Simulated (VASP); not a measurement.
# Fe (Im-3m) in VASP: notebook, part 2 of 2

VASP 6.6.1. Earlier steps stand in the parts before.

## Step 4: Single point, PBEsol, collinear spin, antiferromagnetic start

This run uses another cell than the first one: it holds 2 atoms, not 1.

Contents of INCAR:

```
SYSTEM = Fe
  PREC = Accurate
  ENCUT = 520
  EDIFF = 1E-7
  ISMEAR = 0
  SIGMA = 0.05
  LREAL = .False.
  LASPH = .True.
  NELM = 150
  ALGO = Normal
  ISIF = 2
  LWAVE = .False.
  LCHARG = .False.
  ISPIN = 2
  MAGMOM = 2.5 -2.5
  LORBIT = 11
  LMAXMIX = 4
  GGA = PS
  NBANDS = 19
```

Contents of KPOINTS:

```
Automatic mesh
0
Gamma
  12 12 12
  0 0 0
```

Contents of POSCAR:

```
Fe
1.0
    2.7898114684      0.0000000000      0.0000000000
    0.0000000000      2.7898114684      0.0000000000
    0.0000000000      0.0000000000      2.7898114684
Fe
2
Direct
    0.0000000000      0.0000000000      0.0000000000
    0.5000000000      0.5000000000      0.5000000000
```

On the command line:

```
$ cat potpaw_PBE.64/Fe/POTCAR > POTCAR
$ mpirun -np 1 vasp_std > vasp.out
```

It took 22 s on 1 thread of Intel Xeon 6975P-C (Granite Rapids), shared host; peak memory 0.18 GiB.

It converged, with:

| Property | Result |
| --- | --- |
| Free energy | -17.0151 eV |
| Pressure | -10.4 GPa |
| Band gap on the k mesh | zero (filled and empty bands overlap) |
| Net moment | 0.00 μB per cell |
| Site moments | Fe +1.21, -1.21 μB |
| Valence electrons inside the program's atomic spheres | Fe 7.37 |

Levels at points of the mesh, in eV from the Fermi level:
Spin up:
| k point | band 5 | band 6 | band 7 | band 8 | band 9 | band 10 | band 11 | band 12 |
| --- | --- | --- | --- | --- | --- | --- | --- | --- |
| (0.00, 0.00, 0.00) | -1.81 | -1.81 | 0.05 | 0.05 | 1.08 | 1.08 | 1.08 | 10.19 |
| (0.50, 0.00, 0.00) | -1.72 | -1.67 | -0.89 | -0.84 | -0.84 | 0.09 | 0.50 | 1.81 |
| (0.50, 0.50, 0.00) | -0.59 | -0.42 | 0.35 | 0.38 | 0.38 | 1.00 | 1.35 | 1.35 |
| (0.50, 0.50, 0.50) | -2.62 | -2.62 | -0.55 | -0.55 | 1.04 | 1.04 | 9.09 | 9.09 |
Spin down:
| k point | band 6 | band 7 | band 8 | band 9 | band 10 | band 11 |
| --- | --- | --- | --- | --- | --- | --- |
| (0.00, 0.00, 0.00) | -1.81 | 0.05 | 0.05 | 1.08 | 1.08 | 1.08 |
| (0.50, 0.00, 0.00) | -1.67 | -0.89 | -0.84 | -0.84 | 0.09 | 0.50 |
| (0.50, 0.50, 0.00) | -0.42 | 0.35 | 0.38 | 0.38 | 1.00 | 1.35 |
| (0.50, 0.50, 0.50) | -2.62 | -0.55 | -0.55 | 1.04 | 1.04 | 9.09 |

Caveat: the PAW data sets were made with another functional, which shifts forces and pressure a little.

## Step 5: Single point, PBEsol, collinear spin, ferromagnetic start (volume scaled by 0.920)

Contents of INCAR:

```
SYSTEM = Fe
PREC = Accurate
ENCUT = 520
EDIFF = 1E-6
ISMEAR = 0
SIGMA = 0.05
LREAL = .False.
LASPH = .True.
NELM = 150
ALGO = Normal
ISIF = 2
LWAVE = .False.
LCHARG = .True.
ISPIN = 2
MAGMOM = 2.28
LORBIT = 11
LMAXMIX = 4
GGA = PS
LELF = .True.
LVHAR = .True.
NBANDS = 14
```

Contents of KPOINTS:

```
regular mesh
0
Gamma
  22 22 22
  0 0 0
```

Contents of POSCAR:

```
Fe
1.0
   -1.3566697307      1.3566697307      1.3566697307
    1.3566697307     -1.3566697307      1.3566697307
    1.3566697307      1.3566697307     -1.3566697307
Fe
1
Direct
    0.0000000000      0.0000000000      0.0000000000
```

On the command line:

```
$ cat potpaw_PBE.64/Fe/POTCAR > POTCAR
$ mpirun -np 1 vasp_std > vasp.out
```

It took 32 s on 1 thread of Intel Xeon 6975P-C (Granite Rapids), shared host; peak memory 0.18 GiB.

The run converged. Its results:

| Quantity | Value |
| --- | --- |
| Free energy | -8.8656 eV |
| Pressure | 21.1 GPa |
| Net moment | 1.95 μB per cell |
| Site moments | Fe +1.92 μB |
| Valence electrons inside the program's atomic spheres | Fe 7.58 |

Levels at points of the mesh, in eV from the Fermi level:
Spin up:
| k point | band 3 | band 4 | band 5 | band 6 | band 7 | band 8 |
| --- | --- | --- | --- | --- | --- | --- |
| (0.00, 0.00, 0.00) | -2.63 | -2.63 | -1.09 | -1.09 | 26.12 | 26.12 |
| (0.50, 0.00, 0.00) | -1.01 | -0.84 | 0.34 | 0.67 | 8.52 | 19.30 |
| (0.50, 0.50, 0.50) | 0.33 | 0.33 | 0.33 | 10.74 | 10.74 | 10.74 |
Spin down:
```tsv
k point	band 1	band 2	band 3	band 4	band 5	band 6	band 7	band 8
(0.00, 0.00, 0.00)	-9.10	-0.96	-0.96	-0.96	1.36	1.36	26.08	26.08
(0.50, 0.00, 0.00)	-4.60	-2.47	0.60	1.23	1.67	2.62	9.80	19.48
(0.50, 0.50, 0.50)	-4.13	-4.13	2.26	2.26	2.26	11.10	11.10	11.10
```

Caveat: the PAW data sets were made with another functional, which shifts forces and pressure a little.

## Step 6: Single point, PBEsol, collinear spin, ferromagnetic start (volume scaled by 0.960)

Contents of INCAR:

```
SYSTEM = Fe
  ALGO = Normal
  EDIFF = 1E-6
  ENCUT = 520
  GGA = PS
  ISIF = 2
  ISMEAR = 0
  ISPIN = 2
  LASPH = .TRUE.
  LCHARG = .FALSE.
  LMAXMIX = 4
  LORBIT = 11
  LREAL = .FALSE.
  LWAVE = .FALSE.
  MAGMOM = 2.37
  NBANDS = 14
  NELM = 150
  PREC = Accurate
  SIGMA = 0.05
```

Contents of KPOINTS:

```
k-points
0
G
  22 22 22
  0 0 0
```

Contents of POSCAR:

```
Fe
1.0
   -1.3760533457      1.3760533457      1.3760533457
    1.3760533457     -1.3760533457      1.3760533457
    1.3760533457      1.3760533457     -1.3760533457
Fe
1
Direct
    0.0000000000      0.0000000000      0.0000000000
```

Potentials or basis: VASP PAW PBE potentials, release 64 (Fe).

On the command line:

```
$ cat potpaw_PBE.64/Fe/POTCAR > POTCAR
$ mpirun -np 1 vasp_std > vasp.out
```

Wall time 35 s (1 thread of Intel Xeon 6975P-C (Granite Rapids), shared host); peak memory 0.18 GiB.

It converged, with:

```yaml
Free_energy: -8.9060 eV
Pressure: 9.8 GPa
Net_moment: 2.08 μB per cell
Site_moments: Fe +2.05 μB
Valence_electrons_inside_the_program's_atomic_spheres: Fe 7.47
```

Levels at points of the mesh, in eV from the Fermi level:
Spin up:
| k point | band 1 | band 2 | band 3 | band 4 | band 5 | band 6 | band 7 | band 8 | band 9 | band 10 |
| --- | --- | --- | --- | --- | --- | --- | --- | --- | --- | --- |
| (0.00, 0.00, 0.00) | -9.09 | -2.53 | -2.53 | -2.53 | -1.08 | -1.08 | 25.72 | 25.72 | 25.72 | 31.42 |
| (0.50, 0.00, 0.00) | -5.49 | -3.78 | -1.01 | -0.85 | 0.37 | 0.56 | 8.09 | 18.97 | 21.49 | 24.69 |
| (0.50, 0.50, 0.50) | -5.43 | -5.43 | 0.24 | 0.24 | 0.24 | 10.43 | 10.43 | 10.43 | 16.50 | 16.50 |
Spin down:
| k point | band 1 | band 2 | band 3 | band 4 | band 5 | band 6 |
| --- | --- | --- | --- | --- | --- | --- |
| (0.00, 0.00, 0.00) | -8.81 | -0.72 | -0.72 | -0.72 | 1.46 | 1.46 |
| (0.50, 0.00, 0.00) | -4.25 | -2.16 | 0.62 | 1.34 | 1.76 | 2.66 |
| (0.50, 0.50, 0.50) | -3.74 | -3.74 | 2.31 | 2.31 | 2.31 | 10.80 |

Caveat: the PAW data sets were made with another functional, which shifts forces and pressure a little.

## Step 7: The runs side by side

| spin | cell | k mesh | gap on the mesh (eV) | pressure (GPa) | moment (μB) |
| --- | --- | --- | --- | --- | --- |
| off | a = 2.416 Å, angles 109.5°, 1 atom | 22 × 22 × 22 | none | -18.9 | - |
| collinear, ferromagnetic start | a = 2.790 Å, 2 atoms | 12 × 12 × 12 | none | -1.0 | 4.20 |
| collinear, antiferromagnetic start | a = 2.790 Å, 2 atoms | 12 × 12 × 12 | none | -10.4 | 0.00 |
| collinear, ferromagnetic start | a = 2.350 Å, angles 109.5°, 1 atom | 22 × 22 × 22 | none | 21.1 | 1.95 |
| collinear, ferromagnetic start | a = 2.383 Å, angles 109.5°, 1 atom | 22 × 22 × 22 | none | 9.8 | 2.08 |

Alike in all rows: task single point; level PBEsol; potentials or basis VASP PAW PBE potentials, release 64 (Fe); cutoff (eV) 520; smearing gaussian 0.05 eV.

Caveats: the PAW data sets were made with another functional, which shifts forces and pressure a little.

Absolute energies hang on the potentials; compare differences alone.
